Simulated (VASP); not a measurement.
Sn3Te:

```
Sn Te
1.0
     4.44100    0.00000    0.00000
     0.00000    4.44100    0.00000
     0.00000    0.00000    7.25800
Sn Te
3 1
Cartesian
  0.0000 0.0000 0.0000
  0.0000 2.2205 4.2815
  2.2205 0.0000 2.9765
  2.2205 2.2205 0.0000
```

The cell was built from a structure type or drawn by symmetry, and may not be a known phase.

- Program: VASP 6.6.1
- Task: relaxation of cell and atoms
- Functional: PBE
- Potentials or basis: VASP PAW PBE potentials, release 64 (Sn_d, Te)
- Cutoff: 600 eV
- k mesh: 4 × 4 × 4
- Occupations: gaussian, width 0.1 eV
- Spin: no spin polarisation

At the start: pressure -3.3 GPa; volume 35.79 Å³/atom.

How do energy, volume and symmetry change on relaxing?

Over 21 steps the energy falls by 138.8 meV/atom and the volume is 29.20 Å³/atom (-18.4 %); space group P-4m2 (No. 115, to 0.1 Å) before and after.

The path:
```csv
step,energy change (eV),largest force (eV/Å),pressure (GPa),volume (Å³)
1,0.0000,0.0177,-3.33,143.15
2,-0.1989,0.1039,-0.61,128.29
3,-0.2041,0.1240,0.05,125.83
4,-0.2174,0.1363,0.11,125.62
5,-0.2881,0.1468,0.00,124.92
6,-0.4211,0.1593,-0.61,123.12
7,-0.4797,0.1315,0.34,117.94
8,-0.5052,0.1802,-0.35,119.38
9,-0.5022,0.1747,-0.78,121.41
10,-0.5174,0.1843,-0.67,120.34
11,-0.5203,0.2088,0.16,117.68
12,-0.5216,0.2011,-0.14,118.62
13,-0.5310,0.1890,0.08,117.85
14,-0.5365,0.1619,0.49,116.77
15,-0.5423,0.1054,-0.03,118.02
16,-0.5428,0.0845,-0.22,118.53
17,-0.5471,0.0710,-0.23,118.29
18,-0.5530,0.0446,-0.20,117.56
19,-0.5541,0.0366,0.36,116.06
20,-0.5544,0.0398,0.17,116.54
21,-0.5554,0.0228,0.07,116.80
```

Final structure:
```xyz
4
Lattice="4.4936 0.0000 0.0000 0.0000 4.4936 0.0000 0.0000 0.0000 5.7846" Properties=species:S:1:pos:R:3 pbc="T T T"
Sn    4.4936    4.4936    0.0000
Sn    0.0000    2.2468    3.1681
Sn    2.2468    4.4936    2.6164
Te    2.2468    2.2468    0.0000
```

Caveat: the volume moved by over 15 % at a fixed basis, so the end points are rough.
